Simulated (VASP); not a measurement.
Here is a VASP 6.6.1 calculation.

The input INCAR:

```
SYSTEM = SiO2
  PREC = Accurate
  ENCUT = 520
  EDIFF = 1E-7
  ISMEAR = 0
  SIGMA = 0.02
  LREAL = .False.
  LASPH = .True.
  NELM = 100
  ALGO = Normal
  ISIF = 2
  LWAVE = .False.
  LCHARG = .True.
  GGA = PE
  LELF = .True.
  LVHAR = .True.
  NBANDS = 25
```

The input KPOINTS:

```
Automatic mesh
0
Gamma
  6 6 6
  0 0 0
```

Contents of POSCAR:

```
SiO2
1.0
   -2.5786418459      2.5786418459      3.7164609192
    2.5786418459     -2.5786418459      3.7164609192
    2.5786418459      2.5786418459     -3.7164609192
Si O
2 4
Direct
    0.0000000000      0.0000000000      0.0000000000
    0.7500000000      0.2500000000      0.5000000000
    0.9417960381      0.6250000000      0.8167960381
    0.3750000000      0.1917960381      0.3167960381
    0.8082039619      0.1250000000      0.1832039619
    0.8750000000      0.0582039619      0.6832039619
```

Potentials or basis: VASP PAW PBE potentials, release 64 (Si, O).

Run with:

```bash
$ cat potpaw_PBE.64/Si/POTCAR potpaw_PBE.64/O/POTCAR > POTCAR
$ mpirun -np 1 vasp_std > vasp.out
```

Question: What does it give for the pressure?

Answer: -1.3 GPa.

Question: Predict the largest force.

Answer: 0.005 eV/Å.

Question: Predict the band gap on the k mesh.

Answer: 5.53 eV, direct.

Forces on the atoms (eV/Å):
```
Si   0.000  0.000  0.000
Si   0.000  0.000  0.000
O    0.000 -0.005  0.000
O   -0.005  0.000  0.000
O    0.000  0.005  0.000
O    0.005  0.000  0.000
```

 A k mesh can miss the band edges.
